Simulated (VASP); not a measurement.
# Ag (P6_3/mmc) in VASP: a series of runs, part 2 of 2

VASP 6.6.1.

## (4) Single point, PBE (biaxial strain in the a-b plane: -3.0 %, then relaxed in part)

File INCAR:

```
SYSTEM = Ag
PREC = Accurate ; ENCUT = 520
EDIFF = 1E-6 ; ISMEAR = 0
SIGMA = 0.1 ; LREAL = .FALSE.
LASPH = .TRUE. ; NELM = 60
ALGO = Fast ; ISIF = 2
LWAVE = .FALSE. ; LCHARG = .FALSE.
GGA = PE ; NBANDS = 18
```

File KPOINTS:

```
Automatic mesh
0
G
  24 24 12
  0 0 0
```

File POSCAR:

```
Ag
1.0
    2.8465555346      0.0000000000      0.0000000000
   -1.4232777673      2.4651894063      0.0000000000
    0.0000000000      0.0000000000      4.9221834681
Ag
2
Direct
    0.3333333333      0.6666666667      0.2500000000
    0.6666666667      0.3333333333      0.7500000000
```

Potentials or basis: VASP PAW PBE potentials, release 64 (Ag).

Command:

```console
$ cat potpaw_PBE.64/Ag/POTCAR > POTCAR
$ mpirun -np 1 vasp_std > vasp.out
```

OUTCAR:

```text
SYSTEM = Ag
   PREC = Accurate
   ENCUT = 520
   EDIFF = 1E-6
   ISMEAR = 0
   LREAL = .FALSE.
   LASPH = .TRUE.
   NELM = 60
   ISIF = 2
   GGA = PE

 ion  position               nearest neighbor table
   1  0.333  0.667  0.250-   2 2.96   2 2.96   2 2.96   2 2.96   2 2.96   2 2.96
   2  0.667  0.333  0.750-   1 2.96   1 2.96   1 2.96   1 2.96   1 2.96   1 2.96

  LATTYP: Found a hexagonal cell.
 ALAT       =     2.8465555346
 C/A-ratio  =     1.7291717686

  Lattice vectors:

 A1 = (   2.8465555346,   0.0000000000,   0.0000000000)
 A2 = (  -1.4232777673,   2.4651894063,   0.0000000000)
 A3 = (   0.0000000000,   0.0000000000,   4.9221834681)

Analysis of symmetry for initial positions (statically):
=====================================================================
 Subroutine PRICEL returns:
 Original cell was already a primitive cell.

 Routine SETGRP: Setting up the symmetry group for a
 hexagonal supercell.

 Subroutine GETGRP returns: Found 24 space group operations
 (whereof 12 operations were pure point group operations)
 out of a pool of 24 trial point group operations.

The static configuration has the point symmetry D_3d.
 The point group associated with its full space group is D_6h.

Analysis of symmetry for dynamics (positions and initial velocities):
=====================================================================
 Subroutine PRICEL returns:
 Original cell was already a primitive cell.

 Routine SETGRP: Setting up the symmetry group for a
 hexagonal supercell.

 Subroutine GETGRP returns: Found 24 space group operations
 (whereof 12 operations were pure point group operations)
 out of a pool of 24 trial point group operations.

The dynamic configuration has the point symmetry D_3d.
 The point group associated with its full space group is D_6h.

 Subroutine INISYM returns: Found 24 space group operations
 (whereof 12 operations are pure point group operations),
 and found     1 'primitive' translations

----------------------------------------------------------------------------------------

                                     Primitive cell

  volume of cell :      34.5404

  direct lattice vectors                    reciprocal lattice vectors
     2.846555535  0.000000000  0.000000000     0.351301771  0.202824172  0.000000000
    -1.423277767  2.465189406  0.000000000     0.000000000  0.405648344  0.000000000
     0.000000000  0.000000000  4.922183468     0.000000000  0.000000000  0.203161870

  length of vectors
     2.846555535  2.846555535  4.922183468     0.405648344  0.405648344  0.203161870

  position of ions in fractional coordinates (direct lattice)
     0.333333333  0.666666667  0.250000000
     0.666666667  0.333333333  0.750000000

  ion indices of the primitive-cell ions
   primitive index   ion index
                 1           1
                 2           2

----------------------------------------------------------------------------------------

 KPOINTS: Automatic mesh

Automatic generation of k-mesh.
 Grid dimensions read from file:
 generate k-points for:   24   24   12

 Generating k-lattice:

  Cartesian coordinates                     Fractional coordinates (reciprocal lattice)
     0.014637574  0.008451007  0.000000000     0.041666667  0.000000000  0.000000000
     0.000000000  0.016902014  0.000000000     0.000000000  0.041666667  0.000000000
     0.000000000  0.000000000  0.016930156     0.000000000  0.000000000  0.083333333

  Length of vectors
     0.016902014  0.016902014  0.016930156

  Shift w.r.t. Gamma in fractional coordinates (k-lattice)
     0.000000000  0.000000000  0.000000000

 Subroutine IBZKPT returns following result:
 ===========================================

 Found    427 irreducible k-points:

 Following reciprocal coordinates:
            Coordinates               Weight
  0.000000  0.000000  0.000000      1.000000
  0.041667  0.000000  0.000000      6.000000
  0.083333  0.000000  0.000000      6.000000
  0.125000  0.000000  0.000000      6.000000
  0.166667  0.000000  0.000000      6.000000
  0.208333  0.000000  0.000000      6.000000
[... 16 lines left out ...]
  0.416667  0.041667  0.000000     12.000000
  0.458333  0.041667  0.000000     12.000000
 [... further k-points ...]
   k-points           NKPTS =    427   k-points in BZ     NKDIM =    427   number of bands    NBANDS=     18
   number of dos      NEDOS =    301   number of ions     NIONS =      2
   total plane-waves  NPLWV =  23040
   dimension x,y,z NGX =    24 NGY =   24 NGZ =   40
   dimension x,y,z NGXF=    48 NGYF=   48 NGZF=   80
   ions per type =               2
   NGX,Y,Z   is equivalent  to a cutoff of  14.02, 14.02, 13.51 a.u.
   NGXF,Y,Z  is equivalent  to a cutoff of  28.03, 28.03, 27.02 a.u.
 SYSTEM =  Ag
   PREC   = accura    normal or accurate (medium, high low for compatibility)
   ISTART =      0    job   : 0-new  1-cont  2-samecut
   ICHARG =      2    charge: 1-file 2-atom 10-const
   ISPIN  =      1    spin polarized calculation?
   LNONCOLLINEAR =      F non collinear calculations
   LSORBIT =      F    spin-orbit coupling
   LASPH  =      T    aspherical Exc in radial PAW
   ENCUT  =  520.0 eV  38.22 Ry    6.18 a.u.   5.29  5.29  9.15*2*pi/ulx,y,z
   NELM   =     60;   NELMIN=  2; NELMDL= -5     # of ELM steps
   EDIFF  = 0.1E-05   stopping-criterion for ELM
   LREAL  =      F    real-space projection
   EDIFFG = 0.1E-04   stopping-criterion for IOM
   NSW    =      0    number of steps for IOM
   IBRION =     -1    ionic relax: 0-MD 1-quasi-New 2-CG
   NFREE  =      0    steps in history (QN), initial steepest desc. (CG)
   ISIF   =      2    stress and relaxation
   ISYM   =      2    0-nonsym 1-usesym 2-fastsym
   POTIM  = 0.5000    time-step for ionic-motion
   TEBEG  =    0.0;   TEEND  =   0.0 temperature during run
   PSTRESS=    0.0 pullay stress
   NELECT =      22.0000    total number of electrons
   NUPDOWN=      -1.0000    fix difference up-down
   EMIN   =  10.00;   EMAX   =-10.00  energy-range for DOS
   EFERMI =   0.00;   METHOD = LEGACY
   ISMEAR =     0;   SIGMA  =   0.10  broadening in eV -4-tet -1-fermi 0-gaus
   EFERMI_NEDOS =   21; number of points for ismear=-14 and -15
   IALGO  =     68    algorithm
   IMIX   =      4    mixing-type and parameters
     AMIX     =   0.40;   BMIX     =  1.00
     AMIX_MAG =   1.60;   BMIX_MAG =  1.00
  volume/ion in A,a.u.               =      17.27       116.55
  Fermi-wavevector in a.u.,A,eV,Ry     =   1.408553  2.661779 26.994246  1.984021
  Thomas-Fermi vector in A             =   2.530699
   LORBIT       =      0    0 simple, 1 ext, 2 COOP (PROOUT), +10 PAW based schemes
   GGA     = PE    functional components
   LHFCALC =     F    Hartree Fock is set to
   AEXX    =    0.0000 exact exchange contribution
   IVDW    =     0    specifies the selected vdW correction
   LEPSILON=     F    determine dielectric tensor
   LRPA    =     F    only Hartree local field effects (RPA)
 non-spin polarized calculation
 RMM-DIIS sequential band-by-band and
 Gauss-broadening in eV      SIGMA  =   0.10
  energy-cutoff  :      520.00
  volume of cell :       34.54
 maximum number of plane-waves:       943
 NGX is ok and might be reduce to    24
   NGX = 11   NGY = 11   NGZ = 19

 number of electron      22.0000001 magnetization

 Free energy of the ion-electron system (eV)
  ---------------------------------------------------
  ext. energy  EPLUGINS =         0.00000000
  ---------------------------------------------------
  free energy    TOTEN  =        -5.39688610 eV

  energy without entropy =       -5.39424040  energy(sigma->0) =       -5.39556325

 E-fermi :   8.3023     XC(G=0): -12.1299

 val. band max:        8.2950712890   @ k =   0.2500   0.1667   0.4167
 cond. band min:       8.3162811462   @ k =   0.3333   0.0000   0.3333
 fundamental gap:      0.0212098572
 Fermi energy:         8.3022607822

 k-point     1 :       0.0000    0.0000    0.0000
  band No.  band energies     occupation
      1       0.5782      2.00000
      2       1.8689      2.00000
      3       3.2564      2.00000
      4       3.5617      2.00000
      5       3.5617      2.00000
      6       3.7475      2.00000
[... 10 lines left out ...]
     17      27.3314      0.00000
     18      27.3314      0.00000
[... 463 lines left out ...]
 k-point    24 :       0.4583    0.0417    0.0000
  band No.  band energies     occupation
      1       1.9686      2.00000
      2       2.2864      2.00000
      3       2.3519      2.00000
      4       3.6676      2.00000
      5       3.6889      2.00000
      6       3.9355      2.00000
[... 10 lines left out ...]
     17      19.2745      0.00000
     18      24.0975      0.00000

 [... further k-points ...]
[... 5 lines left out ...]
  --------------------------------------------------------------------------------------
  -------------------------------------------------------------------------------------
  Total        1.2333340      1.2333340     -0.0131256      0.0000000      0.0000000      0.0000000
  in kB       57.2088939     57.2088939     -0.6088385      0.0000000      0.0000000      0.0000000
  external PRESSURE =      37.9363165 kB  Pullay stress =       0.0000000 kB

 VOLUME and BASIS-vectors are now :
 -----------------------------------------------------------------------------
  energy-cutoff  :      520.00
  volume of cell :       34.54
      direct lattice vectors                 reciprocal lattice vectors
     2.846555535  0.000000000  0.000000000     0.351301771  0.202824172  0.000000000
    -1.423277767  2.465189406  0.000000000     0.000000000  0.405648344  0.000000000
     0.000000000  0.000000000  4.922183468     0.000000000  0.000000000  0.203161870

 POSITION                                       TOTAL-FORCE (eV/Angst)
 -----------------------------------------------------------------------------------
     -0.00000      1.64346      1.23055        -0.000000      0.000000      0.000000
      1.42328      0.82173      3.69164         0.000000      0.000000      0.000000
 -----------------------------------------------------------------------------------
    total drift:                               -0.000000      0.000000     -0.000000

  FREE ENERGIE OF THE ION-ELECTRON SYSTEM (eV)
  ---------------------------------------------------
  free  energy   TOTEN  =        -5.3968860962 eV

  energy  without entropy=       -5.3942404016  energy(sigma->0) =       -5.39556325
```

OSZICAR:

```text
N       E                     dE             d eps       ncg     rms          rms(c)
DAV:   1     0.126402677271E+03    0.12640E+03   -0.11849E+04 15380   0.122E+03
DAV:   2    -0.382593977492E+01   -0.13023E+03   -0.12364E+03 15966   0.269E+02
DAV:   3    -0.588804078234E+01   -0.20621E+01   -0.20553E+01 17670   0.382E+01
DAV:   4    -0.589431420085E+01   -0.62734E-02   -0.62729E-02 16690   0.207E+00
DAV:   5    -0.589436567601E+01   -0.51475E-04   -0.51475E-04 16946   0.201E-01    0.720E+00
RMM:   6    -0.541727500606E+01    0.47709E+00   -0.11004E+00 15383   0.857E+00    0.464E+00
RMM:   7    -0.540217789815E+01    0.15097E-01   -0.23728E-02 16054   0.152E+00    0.264E+00
RMM:   8    -0.539691547624E+01    0.52624E-02   -0.20207E-03 16026   0.393E-01    0.231E-01
RMM:   9    -0.539687888580E+01    0.36590E-04   -0.34947E-04 16740   0.155E-01    0.839E-02
RMM:  10    -0.539688383189E+01   -0.49461E-05   -0.45728E-05 16750   0.523E-02    0.401E-02
RMM:  11    -0.539688619874E+01   -0.23668E-05   -0.11815E-05 14956   0.210E-02    0.122E-02
RMM:  12    -0.539688609619E+01    0.10255E-06   -0.91583E-07 11846   0.688E-03
   1 F= -.53968861E+01 E0= -.53955632E+01  d E =-.264569E-02
```

stdout:

```text
POSCAR found type information on POSCAR Ag
 POSCAR found :  1 types and       2 ions
 scaLAPACK will be used
 LDA part: xc-table for (Slater+PW92), standard interpolation
 POSCAR, INCAR and KPOINTS ok, starting setup
 FFT: planning ... GRIDC
 FFT: planning ... GRID_SOFT
 FFT: planning ... GRID
 WAVECAR not read
 entering main loop
WARNING in EDDRMM: call to ZHEGV failed, returncode =   8  4     18
```

Run time: 1.8 min. Hardware: 1 thread of Intel Xeon 6975P-C (Granite Rapids), shared host; peak memory 0.32 GiB.

Results:

```
Free energy            : -5.3969 eV
Pressure               : 3.8 GPa
Band gap on the k mesh : zero (band 11 reaches 12.59 eV, above the bottom of band 12 at 4.85 eV)
```

Caveat: the cell differs from its parent crystal (biaxial strain in the a-b plane: -3.0 %, then relaxed in part).

## (5) Single point, PBE (biaxial strain in the a-b plane: -2.0 %)

File INCAR:

```
SYSTEM = Ag
PREC     = Accurate       ! precision mode
ENCUT    = 520            ! plane-wave cutoff, eV
EDIFF    = 1E-6           ! SCF threshold, eV
ISMEAR   = 0              ! smearing method
SIGMA    = 0.1            ! smearing width, eV
LREAL    = .FALSE.        ! projectors in reciprocal space
LASPH    = .TRUE.         ! aspherical terms in the spheres
NELM     = 80             ! most SCF steps
ALGO     = Fast           ! electronic algorithm
ISIF     = 2              ! what is computed and relaxed
LWAVE    = .FALSE.        ! write WAVECAR
LCHARG   = .TRUE.         ! write CHGCAR
GGA      = PE             ! functional
LELF     = .TRUE.         ! ELF
LVHAR    = .TRUE.       
NBANDS   = 18             ! bands
```

KPOINTS is that of step 4.

File POSCAR:

```
Ag
1.0
    2.8759014680      0.0000000000      0.0000000000
   -1.4379507340      2.4906037301      0.0000000000
    0.0000000000      0.0000000000      4.8554829310
Ag
2
Direct
    0.3333333333      0.6666666667      0.2500000000
    0.6666666667      0.3333333333      0.7500000000
```

Command:

```console
$ cat potpaw_PBE.64/Ag/POTCAR > POTCAR
$ mpirun -np 1 vasp_std > vasp.out
```

Wall time 1.8 min (1 thread of Intel Xeon 6975P-C (Granite Rapids), shared host); peak memory 0.32 GiB.

It converged, with:

| Quantity | Value |
| --- | --- |
| Free energy | -5.4166 eV |
| Pressure | 2.8 GPa |
| Band gap on the k mesh | zero (band 11 reaches 12.36 eV, above the bottom of band 12 at 4.76 eV) |

Stress tensor (GPa, compression positive):
```
3.72 0.00 0.00
0.00 3.72 0.00
0.00 0.00 0.83
```

Levels at points of the mesh, in eV from the Fermi level:
```tsv
k point	band 7	band 8	band 9	band 10	band 11	band 12	band 13	band 14	band 15	band 16
(0.00, 0.00, 0.00)	-4.51	-4.03	-4.03	-3.16	-3.16	-0.63	3.00	15.80	16.79	17.84
(0.50, 0.00, 0.00)	-3.78	-3.03	-2.95	-2.84	0.15	1.59	6.57	6.87	8.98	10.06
(0.00, 0.00, 0.50)	-4.59	-4.59	-3.46	-3.46	-3.46	-3.46	10.24	10.24	16.15	16.15
(0.50, 0.00, 0.50)	-3.21	-3.21	-2.88	-2.88	0.77	0.77	4.51	4.51	13.51	13.51
```

Caveat: the cell differs from its parent crystal (biaxial strain in the a-b plane: -2.0 %).

## (6) Single point, PBE (biaxial strain in the a-b plane: -2.0 %, then relaxed in part)

File INCAR:

```
ALGO = Fast
EDIFF = 1E-7
ENCUT = 520
GGA = PE
ISIF = 2
ISMEAR = 0
LASPH = T
LCHARG = F
LREAL = F
LWAVE = F
NBANDS = 18
NELM = 80
PREC = Accurate
SIGMA = 0.1
```

File KPOINTS:

```
k-points
0
Gamma
  24 24 12
```

Changes to POSCAR since step 5:

```diff
@@ -4,3 +4,3 @@
    -1.4379507340      2.4906037301      0.0000000000
-    0.0000000000      0.0000000000      4.8554829310
+    0.0000000000      0.0000000000      4.8833623997
 Ag
```

Potentials or basis: VASP PAW PBE potentials, release 64 (Ag).

Command:

```console
$ cat potpaw_PBE.64/Ag/POTCAR > POTCAR
$ mpirun -np 1 vasp_std > vasp.out
```

It took 98 s on 1 thread of Intel Xeon 6975P-C (Granite Rapids), shared host; peak memory 0.32 GiB.

Results (log left out):

```yaml
Free_energy: -5.4171 eV
Pressure: 2.2 GPa
Band_gap_on_the_k_mesh: zero (band 11 reaches 12.29 eV, above the bottom of band 12 at 4.69 eV)
```

Stress tensor (GPa, compression positive):
```
 3.36  0.00  0.00
 0.00  3.36  0.00
 0.00  0.00 -0.05
```

Levels at points of the mesh, in eV from the Fermi level:
```csv
k point,band 8,band 9,band 10,band 11,band 12,band 13,band 14,band 15
"(0.00, 0.00, 0.00)",-3.99,-3.99,-3.16,-3.16,-0.65,2.90,15.83,16.65
"(0.50, 0.00, 0.00)",-3.04,-2.93,-2.83,0.17,1.60,6.52,6.83,8.90
"(0.00, 0.00, 0.50)",-4.58,-3.45,-3.45,-3.45,-3.45,10.08,10.08,16.17
"(0.50, 0.00, 0.50)",-3.20,-2.87,-2.87,0.79,0.79,4.50,4.50,13.40
```

Caveat: the cell differs from its parent crystal (biaxial strain in the a-b plane: -2.0 %, then relaxed in part).

## (7) Overview

```tsv
cell	k mesh	gap on the mesh (eV)	pressure (GPa)
a = 2.922, b = 2.922, c = 4.702 Å, angles 90.0, 90.0, 120.0°, 2 atoms	6 × 6 × 4	none	3.4
a = 2.847, b = 2.847, c = 4.884 Å, angles 90.0, 90.0, 120.0°, 2 atoms	24 × 24 × 12	none	4.5
a = 2.847, b = 2.847, c = 4.922 Å, angles 90.0, 90.0, 120.0°, 2 atoms	24 × 24 × 12	none	3.8
a = 2.876, b = 2.876, c = 4.855 Å, angles 90.0, 90.0, 120.0°, 2 atoms	24 × 24 × 12	none	2.8
a = 2.876, b = 2.876, c = 4.883 Å, angles 90.0, 90.0, 120.0°, 2 atoms	24 × 24 × 12	none	2.2
```

Alike in all rows: task single point; level PBE; potentials or basis VASP PAW PBE potentials, release 64 (Ag); no spin polarisation; cutoff (eV) 520; smearing gaussian 0.1 eV.

Caveats: some runs use coarse meshes.

Total energies depend on the potentials used, so only differences within one code and one set of settings carry meaning.
